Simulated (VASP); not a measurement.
Wanted: the native input for a VASP 6.6.1 run.

```yaml
Task: single point
Functional: PBEsol
Potentials_or_basis: VASP PAW PBE potentials, release 64 (Ge_d, Ga_d)
Cutoff: 520 eV
k_mesh: 7 × 7 × 7
Occupations: fermi-dirac, width 0.05 eV
Spin: non-collinear spin, zero start, spin-orbit coupling
Starting_moments: "[[0.0, 0.0, 0.0], [0.0, 0.0, 0.0], [0.0, 0.0, 0.0], [0.0, 0.0, 0.0]] μB"
Dipole_correction: no
Further_INCAR_settings: ALGO = Normal; EDIFF = 1e-06; NBANDS = 69
```

The structure of GaGe3 lies in POSCAR:

```
GaGe3
1.0
    0.0000000000      3.3871670000      3.3871670000
    3.3871670000      0.0000000000      3.3871670000
    3.3871670000      3.3871670000      0.0000000000
Ge Ga
3 1
Direct
    0.5000000000      0.5000000000      0.5000000000
    0.7500000000      0.7500000000      0.7500000000
    0.2500000000      0.2500000000      0.2500000000
    0.0000000000      0.0000000000      0.0000000000
```

These files were run (other wordings do the same):

INCAR

```
SYSTEM = GaGe3
PREC = Accurate ; ENCUT = 520
EDIFF = 1E-6 ; ISMEAR = -1
SIGMA = 0.05 ; LREAL = .FALSE.
LASPH = .TRUE. ; NELM = 150
ALGO = Normal ; ISIF = 2
LWAVE = .FALSE. ; LCHARG = .TRUE.
LNONCOLLINEAR = .TRUE. ; MAGMOM = 0 0 0 0 0 0 0 0 0 0 0 0
LORBIT = 11 ; LSORBIT = .TRUE.
GGA_COMPAT = .FALSE. ; LORBMOM = .TRUE.
GGA = PS ; LVHAR = .TRUE.
NBANDS = 69
```

KPOINTS

```
Automatic mesh
0
G
  7 7 7
  0 0 0
```

Potentials or basis: VASP PAW PBE potentials, release 64 (Ge_d, Ga_d).

Launch:

```sh
$ cat potpaw_PBE.64/Ge_d/POTCAR potpaw_PBE.64/Ga_d/POTCAR > POTCAR
$ mpirun -np 1 vasp_ncl > vasp.out
```

Results of the run:

```yaml
Pressure: -3.9 GPa
Net_moment: 0.00 μB per cell
Valence_electrons_inside_the_program's_atomic_spheres: Ge 12.16; Ga 11.51
```

Caveat: the cell stands under tension; the PAW data sets were made with another functional, which shifts forces and pressure a little.

Wall time 5 min on 1 thread of Intel(R) Xeon(R) Platinum 8259CL CPU @ 2.50GHz (Skylake/Cascade Lake) (shared host), peak memory 0.46 GiB.
